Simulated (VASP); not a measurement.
Input of a VASP 6.6.1 run:

Contents of POSCAR:

```
Ru
1.0
    2.7215930885      0.0000000000      0.0000000000
   -1.3607965443      2.3569687534      0.0000000000
    0.0000000000      0.0000000000      4.2897195285
Ru
2
Direct
    0.3333333333      0.6666666667      0.7500000000
    0.6666666667      0.3333333333      0.2500000000
```

The input INCAR.step1:

```
SYSTEM = Ru
ALGO     = Normal         ! electronic algorithm
EDIFF    = 1E-5           ! SCF threshold, eV
ENCUT    = 620            ! plane-wave cutoff, eV
GGA      = PE             ! functional
GGA_COMPAT= .False.      
ISMEAR   = 0              ! smearing method
LASPH    = .True.         ! aspherical terms in the spheres
LCHARG   = .False.        ! write CHGCAR
LREAL    = .False.        ! projectors in reciprocal space
LWAVE    = .True.         ! write WAVECAR
NBANDS   = 23             ! bands
NELM     = 120            ! most SCF steps
PREC     = Accurate       ! precision mode
SIGMA    = 0.05           ! smearing width, eV
```

INCAR.step2

```
SYSTEM = Ru
ALGO     = Normal         ! electronic algorithm
EDIFF    = 1E-6           ! SCF threshold, eV
ENCUT    = 620            ! plane-wave cutoff, eV
GGA_COMPAT= .False.      
ISIF     = 2              ! what is computed and relaxed
ISMEAR   = 0              ! smearing method
ISTART   = 1            
LASPH    = .True.         ! aspherical terms in the spheres
LCHARG   = .False.        ! write CHGCAR
LMIXTAU  = .True.       
LREAL    = .False.        ! projectors in reciprocal space
LWAVE    = .False.        ! write WAVECAR
METAGGA  = R2SCAN         ! meta-GGA
NBANDS   = 23             ! bands
NELM     = 120            ! most SCF steps
PREC     = Accurate       ! precision mode
SIGMA    = 0.05           ! smearing width, eV
```

KPOINTS

```
k-points
0
Gamma
  18 18 10
  0 0 0
```

Potentials or basis: VASP PAW PBE potentials, release 64 (Ru_sv).

The run is started by

```bash
$ cat potpaw_PBE.64/Ru_sv/POTCAR > POTCAR
$ cp INCAR.step1 INCAR
$ mpirun -np 1 vasp_std > vasp.out
$ cp INCAR.step2 INCAR
$ mpirun -np 1 vasp_std > vasp.out
```

(1) Estimate the pressure.

(2) Estimate the band gap on the k mesh.

Answers

(1) -6.3 GPa.

(2) zero (bands 16 and 17 overlap by 3.19 eV).

Caveat: the cell stands under tension; the PAW data sets were made with another functional, which shifts forces and pressure a little.
